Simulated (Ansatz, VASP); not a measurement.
**MnO: VASP beside Ansatz**

```xyz
2
Lattice="0.0000 2.2220 2.2220 2.2220 0.0000 2.2220 2.2220 2.2220 0.0000" Properties=species:S:1:pos:R:3 pbc="T T T"
Mn    0.0000    0.0000    0.0000
O     2.2220    2.2220    2.2220
```

Alike in both runs: task electric field gradients; functional PBE; k mesh 14 × 14 × 14; occupations fermi-dirac, width 0.05 eV; collinear spin.

|  | VASP | Ansatz |
| --- | --- | --- |
| version | VASP 6.6.1 | Ansatz 0.2.0 |
| potentials or method | VASP PAW PBE potentials, release 64 (Mn_pv, O), cutoff 520 eV | all-electron PAW with datasets made for the crystal, scalar-relativistic |

```csv
,VASP,Ansatz,Ansatz less VASP
pressure (GPa),0.0,-0.2,-0.20
net moment per atom (μB),2.38,2.38,0.000
size of the moment on the site where the two differ most (μB),4.32,4.04,-0.276
```

Site moments also hang on the region over which each program counts them. Ansatz ran all-electron here, and VASP with PAW potentials.
